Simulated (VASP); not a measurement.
# K (P4_2/mcm) in VASP: single point with PBE

Aim: the single point of K with PBE.

Everything below comes from runs of VASP 6.6.1. Logs are shortened: lines on timing, memory, paths and dates and some standing lists are left out, and cuts for length are marked.

### 1 The cell of the first run

The typed cell holds 4 atoms: a = 6.538 Å, b = 6.538 Å, c = 6.931 Å, α = 90.00°, β = 90.00°, γ = 90.00°.

The cell was built from a structure type or drawn by symmetry, and may not be a known phase.

### 2 Single point, PBE

The input, INCAR:

```
SYSTEM = K
PREC     = Accurate       ! precision mode
ENCUT    = 520            ! plane-wave cutoff, eV
EDIFF    = 1E-7           ! SCF threshold, eV
ISMEAR   = 0              ! smearing method
SIGMA    = 0.1            ! smearing width, eV
LREAL    = .False.        ! projectors in reciprocal space
LASPH    = .True.         ! aspherical terms in the spheres
NELM     = 60             ! most SCF steps
ALGO     = Fast           ! electronic algorithm
ISIF     = 2              ! what is computed and relaxed
LWAVE    = .False.        ! write WAVECAR
LCHARG   = .False.        ! write CHGCAR
GGA      = PE             ! functional
NBANDS   = 26             ! bands
```

The input, KPOINTS:

```
regular mesh
0
Gamma
  4 4 4
  0 0 0
```

The input, POSCAR:

```
K
1.0
    6.5381044888      0.0000000000      0.0000000000
    0.0000000000      6.5381044888      0.0000000000
    0.0000000000      0.0000000000      6.9314017360
K
4
Direct
    0.2503545425      0.2503545425      0.5000000000
    0.2503545425      0.7496454575      0.0000000000
    0.7496454575      0.2503545425      0.0000000000
    0.7496454575      0.7496454575      0.5000000000
```

Potentials or basis: VASP PAW PBE potentials, release 64 (K_sv).

Started as:

```bash
$ cat potpaw_PBE.64/K_sv/POTCAR > POTCAR
$ mpirun -np 1 vasp_std > vasp.out
```

OUTCAR:

```text
SYSTEM = K
   PREC = Accurate
   ENCUT = 520
   EDIFF = 1E-7
   ISMEAR = 0
   LREAL = .False.
   LASPH = .True.
   NELM = 60
   ISIF = 2
   GGA = PE

 ion  position               nearest neighbor table
   1  0.250  0.250  0.500-
   2  0.250  0.750  0.000-
   3  0.750  0.250  0.000-
   4  0.750  0.750  0.500-

  LATTYP: Found a simple tetragonal cell.
 ALAT       =     6.5381044888
 C/A-ratio  =     1.0601546286

  Lattice vectors:

 A1 = (   6.5381044888,   0.0000000000,   0.0000000000)
 A2 = (   0.0000000000,   6.5381044888,   0.0000000000)
 A3 = (   0.0000000000,   0.0000000000,   6.9314017360)

Analysis of symmetry for initial positions (statically):
=====================================================================
 Subroutine PRICEL returns:
 Original cell was already a primitive cell.

 Routine SETGRP: Setting up the symmetry group for a
 simple tetragonal supercell.

 Subroutine GETGRP returns: Found 16 space group operations
 (whereof  8 operations were pure point group operations)
 out of a pool of 16 trial point group operations.

The static configuration has the point symmetry D_2h.
 The point group associated with its full space group is D_4h.

Analysis of symmetry for dynamics (positions and initial velocities):
=====================================================================
 Subroutine PRICEL returns:
 Original cell was already a primitive cell.

 Routine SETGRP: Setting up the symmetry group for a
 simple tetragonal supercell.

 Subroutine GETGRP returns: Found 16 space group operations
 (whereof  8 operations were pure point group operations)
 out of a pool of 16 trial point group operations.

The dynamic configuration has the point symmetry D_2h.
 The point group associated with its full space group is D_4h.

 Subroutine INISYM returns: Found 16 space group operations
 (whereof  8 operations are pure point group operations),
 and found     1 'primitive' translations

----------------------------------------------------------------------------------------

                                     Primitive cell

  volume of cell :     296.2953
[... 80 lines left out ...]
   ISPIN  =      1    spin polarized calculation?
   LNONCOLLINEAR =      F non collinear calculations
   LSORBIT =      F    spin-orbit coupling
   LASPH  =      T    aspherical Exc in radial PAW
   ENCUT  =  520.0 eV  38.22 Ry    6.18 a.u.  12.16 12.16 12.89*2*pi/ulx,y,z
   NELM   =     60;   NELMIN=  2; NELMDL= -5     # of ELM steps
   EDIFF  = 0.1E-06   stopping-criterion for ELM
   LREAL  =      F    real-space projection
   EDIFFG = 0.1E-05   stopping-criterion for IOM
   NSW    =      0    number of steps for IOM
   IBRION =     -1    ionic relax: 0-MD 1-quasi-New 2-CG
   NFREE  =      0    steps in history (QN), initial steepest desc. (CG)
   ISIF   =      2    stress and relaxation
   ISYM   =      2    0-nonsym 1-usesym 2-fastsym
   POTIM  = 0.5000    time-step for ionic-motion
   TEBEG  =    0.0;   TEEND  =   0.0 temperature during run
   PSTRESS=    0.0 pullay stress
   NELECT =      36.0000    total number of electrons
   NUPDOWN=      -1.0000    fix difference up-down
   EMIN   =  10.00;   EMAX   =-10.00  energy-range for DOS
   EFERMI =   0.00;   METHOD = LEGACY
   ISMEAR =     0;   SIGMA  =   0.10  broadening in eV -4-tet -1-fermi 0-gaus
   EFERMI_NEDOS =   21; number of points for ismear=-14 and -15
   IALGO  =     68    algorithm
   IMIX   =      4    mixing-type and parameters
     AMIX     =   0.40;   BMIX     =  1.00
     AMIX_MAG =   1.60;   BMIX_MAG =  1.00
  volume/ion in A,a.u.               =      74.07       499.87
  Fermi-wavevector in a.u.,A,eV,Ry     =   0.810838  1.532262  8.945262  0.657458
  Thomas-Fermi vector in A             =   1.920087
   LORBIT       =      0    0 simple, 1 ext, 2 COOP (PROOUT), +10 PAW based schemes
   GGA     = PE    functional components
   LHFCALC =     F    Hartree Fock is set to
   AEXX    =    0.0000 exact exchange contribution
   IVDW    =     0    specifies the selected vdW correction
   LEPSILON=     F    determine dielectric tensor
   LRPA    =     F    only Hartree local field effects (RPA)
 non-spin polarized calculation
 RMM-DIIS sequential band-by-band and
 Gauss-broadening in eV      SIGMA  =   0.10
  energy-cutoff  :      520.00
  volume of cell :      296.30
 maximum number of plane-waves:      8008
 NGX is ok and might be reduce to    50
   NGX = 25   NGY = 25   NGZ = 25

 number of electron      36.0000000 magnetization

 Free energy of the ion-electron system (eV)
  ---------------------------------------------------
  ext. energy  EPLUGINS =         0.00000000
  ---------------------------------------------------
  free energy    TOTEN  =        -4.16771855 eV

  energy without entropy =       -4.15226962  energy(sigma->0) =       -4.15999409

 E-fermi :  -0.1479     XC(G=0):  -5.6333

 val. band max:       -0.2038118914   @ k =   0.2500   0.0000   0.2500
 cond. band min:      -0.0257953315   @ k =   0.2500   0.0000   0.2500
 fundamental gap:      0.1780165599
 Fermi energy:        -0.1478664976

 k-point     1 :       0.0000    0.0000    0.0000
  band No.  band energies     occupation
      1     -32.2668      2.00000
      2     -32.2627      2.00000
      3     -32.2616      2.00000
      4     -32.2616      2.00000
      5     -15.7802      2.00000
      6     -15.7802      2.00000
[... 511 lines left out ...]
     25       3.6924      0.00000
     26       3.6933      0.00000

------------------------ aborting loop because EDIFF is reached ----------------------------------------

  FORCE on cell =-STRESS in cart. coord.  units (eV):
  Direction    XX          YY          ZZ          XY          YZ          ZX
  --------------------------------------------------------------------------------------
  -------------------------------------------------------------------------------------
  Total       -0.0864052     -0.0864052      0.1241696      0.0000000      0.0000000      0.0000000
  in kB       -0.4672245     -0.4672245      0.6714307      0.0000000      0.0000000      0.0000000
  external PRESSURE =      -0.0876728 kB  Pullay stress =       0.0000000 kB

 VOLUME and BASIS-vectors are now :
 -----------------------------------------------------------------------------
  energy-cutoff  :      520.00
  volume of cell :      296.30
      direct lattice vectors                 reciprocal lattice vectors
     6.538104489  0.000000000  0.000000000     0.152949529  0.000000000  0.000000000
     0.000000000  6.538104489  0.000000000     0.000000000  0.152949529  0.000000000
     0.000000000  0.000000000  6.931401736     0.000000000  0.000000000  0.144270963

 POSITION                                       TOTAL-FORCE (eV/Angst)
 -----------------------------------------------------------------------------------
      1.63684      1.63684      3.46570        -0.002085     -0.002085     -0.000000
      1.63684      4.90126      0.00000        -0.002085      0.002085      0.000000
      4.90126      1.63684      0.00000         0.002085     -0.002085     -0.000000
      4.90126      4.90126      3.46570         0.002085      0.002085      0.000000
 -----------------------------------------------------------------------------------
    total drift:                                0.000000     -0.000000      0.000000

  FREE ENERGIE OF THE ION-ELECTRON SYSTEM (eV)
  ---------------------------------------------------
  free  energy   TOTEN  =        -4.1677185467 eV

  energy  without entropy=       -4.1522696245  energy(sigma->0) =       -4.15999409
```

OSZICAR:

```text
N       E                     dE             d eps       ncg     rms          rms(c)
DAV:   1     0.257069109267E+03    0.25707E+03   -0.15235E+04   960   0.110E+03
DAV:   2     0.166846823261E+02   -0.24038E+03   -0.23725E+03  1096   0.320E+02
DAV:   3    -0.319524757017E+01   -0.19880E+02   -0.19762E+02  1454   0.682E+01
DAV:   4    -0.411936721638E+01   -0.92412E+00   -0.92179E+00  1286   0.143E+01
[... 13 lines left out ...]
RMM:  18    -0.416771801720E+01   -0.37027E-07   -0.18555E-06  1258   0.456E-03    0.157E-03
RMM:  19    -0.416771829006E+01   -0.27286E-06   -0.10559E-06  1161   0.347E-03    0.985E-04
RMM:  20    -0.416771839505E+01   -0.10499E-06   -0.68683E-07   975   0.270E-03    0.944E-04
RMM:  21    -0.416771852173E+01   -0.12668E-06   -0.40586E-07   927   0.216E-03    0.605E-04
RMM:  22    -0.416771854672E+01   -0.24995E-07   -0.22034E-07   816   0.166E-03
   1 F= -.41677185E+01 E0= -.41599941E+01  d E =-.154489E-01
```

Run time: 2.6 min. Hardware: 1 thread of Intel Xeon 6975P-C (Granite Rapids), shared host; peak memory 0.39 GiB.

Results:

```yaml
Free_energy: -4.1677 eV
Pressure: 0.0 GPa
Band_gap_on_the_k_mesh: zero (bands 18 and 19 overlap by 1.13 eV)
```

Forces on the atoms (eV/Å):
```
K   -0.002 -0.002  0.000
K   -0.002  0.002  0.000
K    0.002 -0.002  0.000
K    0.002  0.002  0.000
```

Stress tensor (GPa, compression positive):
```
-0.05  0.00  0.00
 0.00 -0.05  0.00
 0.00  0.00  0.07
```

Levels at points of the mesh, in eV from the Fermi level:
```csv
k point,band 16,band 17,band 18,band 19,band 20,band 21
"(0.00, 0.00, 0.00)",-15.57,-2.13,0.77,1.00,1.00,1.13
"(0.50, 0.00, 0.00)",-15.58,-1.16,-1.16,1.43,1.43,1.54
"(0.50, 0.50, 0.00)",-15.58,-0.27,-0.26,-0.26,-0.26,2.03
"(0.00, 0.00, 0.50)",-15.58,-1.26,-1.26,1.45,1.45,1.82
"(0.50, 0.00, 0.50)",-15.58,-0.36,-0.36,-0.36,-0.36,2.27
"(0.50, 0.50, 0.50)",-15.58,0.34,0.34,0.34,0.34,0.56
```
